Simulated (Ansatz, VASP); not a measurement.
**BaTiO3: VASP beside Ansatz**

Contents of INCAR:

```
SYSTEM = BaTiO3
ALGO     = Normal         ! electronic algorithm
EDIFF    = 1E-6           ! SCF threshold, eV
ENCUT    = 520            ! plane-wave cutoff, eV
GGA      = PE             ! functional
ISIF     = 2              ! what is computed and relaxed
ISMEAR   = 0              ! smearing method
LASPH    = .True.         ! aspherical terms in the spheres
LCHARG   = .False.        ! write CHGCAR
LDAU     = .True.         ! DFT+U
LDAUJ    = 0 0 0        
LDAUL    = -1 2 -1        ! shell
LDAUPRINT= 1            
LDAUTYPE = 2            
LDAUU    = 0 4 0          ! U, eV
LMAXMIX  = 4              ! l up to which the mixer works
LREAL    = .False.        ! projectors in reciprocal space
LWAVE    = .False.        ! write WAVECAR
NBANDS   = 28             ! bands
NELM     = 150            ! most SCF steps
PREC     = Accurate       ! precision mode
SIGMA    = 0.05           ! smearing width, eV
```

File KPOINTS:

```
k-points
0
Gamma
  6 6 6
  0 0 0
```

File POSCAR:

```
BaTiO3
1.0
    4.0082194746      0.0000000000      0.0000000000
    0.0000000000      2.8732814721      2.8859183788
    0.0000000000     -2.8732814721      2.8859183788
Ba Ti O
1 1 3
Direct
    0.0000000000      0.0470595760      0.0470595760
    0.5000000000      0.5197092871      0.5197092871
    0.0000000000      0.4916268390      0.4916268390
    0.5000000000      0.4938075372      0.9829991522
    0.5000000000      0.9829991522      0.4938075372
```

Input for Ansatz:

```yaml
crystal:
  lattice:
    - [4.0082194746, 0.0, 0.0]
    - [0.0, 2.8732814721, 2.8859183788]
    - [0.0, -2.8732814721, 2.8859183788]
  atoms:
    - { symbol: Ba, position: [0.0, 0.047059576, 0.047059576] }
    - { symbol: Ti, position: [0.5, 0.5197092871, 0.5197092871] }
    - { symbol: O, position: [0.0, 0.491626839, 0.491626839] }
    - { symbol: O, position: [0.5, 0.4938075372, 0.9829991522] }
    - { symbol: O, position: [0.5, 0.9829991522, 0.4938075372] }
basis:
  ecutwfc: 420
kpoints:
  mp_grid: { grid: [6, 6, 6] }
hamiltonian:
  xc: pbe
  hubbard: { sites: [{ species: Ti, l: d, u_eff: 4.0 }] }
scf:
  occupations: { method: gaussian, width: 0.05 }
output:
  forces: true
  stress: true
  eigenvalues: true
```

Change from the starting cell: all Ba atoms moved +0.225 Å, as atom 1 along Cartesian [0 0 1].

Alike in both runs: task single point; functional PBE; k mesh 6 × 6 × 6; occupations gaussian, width 0.05 eV; no spin polarisation; Hubbard terms Ti d U = 4.0 eV.

|  | VASP | Ansatz |
| --- | --- | --- |
| version | VASP 6.6.1 | Ansatz 0.2.0 |
| potentials or method | VASP PAW PBE potentials, release 64 (Ba_sv, Ti_sv, O), cutoff 520 eV | scalar-relativistic, plane waves, PAW |
| valence electrons in the cell | 40 | 40 |

VASP gave:

- gap on the k mesh at the Fermi level (eV): 2.56
- least direct gap on the mesh (eV): 3.02
- pressure (GPa): 5.5
- traceless stress, the component that is largest in VASP (GPa): 1.68
- rms of the force components (eV/Å): 0.481

Q: What did Ansatz give for the same quantities?

A: gap on the k mesh at the Fermi level (eV): 2.56; least direct gap on the mesh (eV): 2.99; pressure (GPa): 1.8; traceless stress, the component that is largest in VASP (GPa): 1.60; rms of the force components (eV/Å): 0.423.

The programs project onto different local orbitals, so the same U acts differently, and such runs can settle in different states. Atom by atom the forces differ by 0.224 eV/Å (rms over components).

Neither program's run includes spin-orbit coupling.
